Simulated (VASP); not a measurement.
Write the native input for VASP 6.6.1 that does the following.

```yaml
Task: single point
Functional: PBE
Potentials_or_basis: VASP PAW PBE potentials, release 64 (Hf_pv, O)
Cutoff: 520 eV
k_mesh: 8 × 8 × 8
Occupations: gaussian, width 0.05 eV
Spin: no spin polarisation
Dipole_correction: no
Further_INCAR_settings: ALGO = Normal; EDIFF = 1e-07; NBANDS = 18
```

The structure of HfO2 lies in POSCAR:

```
HfO2
1.0
    0.0674981791      2.5369437544      2.5369437544
    2.5369437544      0.0674981791      2.5369437544
    2.5369437544      2.5369437544      0.0674981791
Hf O
1 2
Direct
    0.0000000000      0.0000000000      0.0000000000
    0.2500000000      0.2500000000      0.2500000000
    0.7500000000      0.7500000000      0.7500000000
```

These files were run (other wordings do the same):

INCAR

```
SYSTEM = HfO2
ALGO     = Normal         ! electronic algorithm
EDIFF    = 1E-7           ! SCF threshold, eV
ENCUT    = 520            ! plane-wave cutoff, eV
GGA      = PE             ! functional
ISIF     = 2              ! what is computed and relaxed
ISMEAR   = 0              ! smearing method
LASPH    = .TRUE.         ! aspherical terms in the spheres
LCHARG   = .TRUE.         ! write CHGCAR
LELF     = .TRUE.         ! ELF
LREAL    = .FALSE.        ! projectors in reciprocal space
LVHAR    = .TRUE.       
LWAVE    = .FALSE.        ! write WAVECAR
NBANDS   = 18             ! bands
NELM     = 100            ! most SCF steps
PREC     = Accurate       ! precision mode
SIGMA    = 0.05           ! smearing width, eV
```

KPOINTS

```
k-points
0
G
  8 8 8
  0 0 0
```

Potentials or basis: VASP PAW PBE potentials, release 64 (Hf_pv, O).

The run is started by

```sh
$ cat potpaw_PBE.64/Hf_pv/POTCAR potpaw_PBE.64/O/POTCAR > POTCAR
$ mpirun -np 1 vasp_std > vasp.out
```

Results of the run:

```
Pressure               : 11.5 GPa
Largest force          : 0.366 eV/Å
Band gap on the k mesh : 3.92 eV, direct
```

Caveat: spin-orbit coupling is left out, which moves the levels of the heavy elements.

Run time: 26 s on 1 thread of Intel(R) Xeon(R) Platinum 8488C (Sapphire Rapids), with other jobs on the host, peak memory 0.18 GiB.
